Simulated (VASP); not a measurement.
## Hg: single point with r2SCAN

Hg:

```xyz
1
Lattice="1.8779 1.0842 2.1547 -1.8779 1.0842 2.1547 0.0000 -2.1684 2.1547" Properties=species:S:1:pos:R:3 pbc="T T T"
Hg    0.0000    0.0000    0.0000
```

```json
{
  "Program": "VASP 6.6.1",
  "Task": "single point",
  "Functional": "r2SCAN",
  "Potentials or basis": "VASP PAW PBE potentials, release 64 (Hg)",
  "Cutoff": "520 eV",
  "k mesh": "11 × 11 × 11",
  "Occupations": "fermi-dirac, width 0.1 eV",
  "Spin": "no spin polarisation"
}
```

```yaml
Pressure: 0.4 GPa
Band_gap_on_the_k_mesh: zero (bands 6 and 7 overlap by 2.63 eV)
```

Stress tensor (GPa, compression positive):
```
0.33 0.00 0.00
0.00 0.33 0.00
0.00 0.00 0.50
```

Levels at points of the mesh, in eV from the Fermi level:
| k point | band 3 | band 4 | band 5 | band 6 | band 7 | band 8 | band 9 | band 10 |
| --- | --- | --- | --- | --- | --- | --- | --- | --- |
| (0.00, 0.00, 0.00) | -8.05 | -6.46 | -6.46 | -6.46 | 11.38 | 11.38 | 11.61 | 15.51 |

Wall time 54 s on 1 thread of AMD EPYC 9R45 96-Core Processor (Zen 5), on a shared host, peak memory 0.15 GiB.

Caveat: the PAW data sets were made with another functional, which shifts forces and pressure a little; spin-orbit coupling is left out, which moves the levels of the heavy elements.
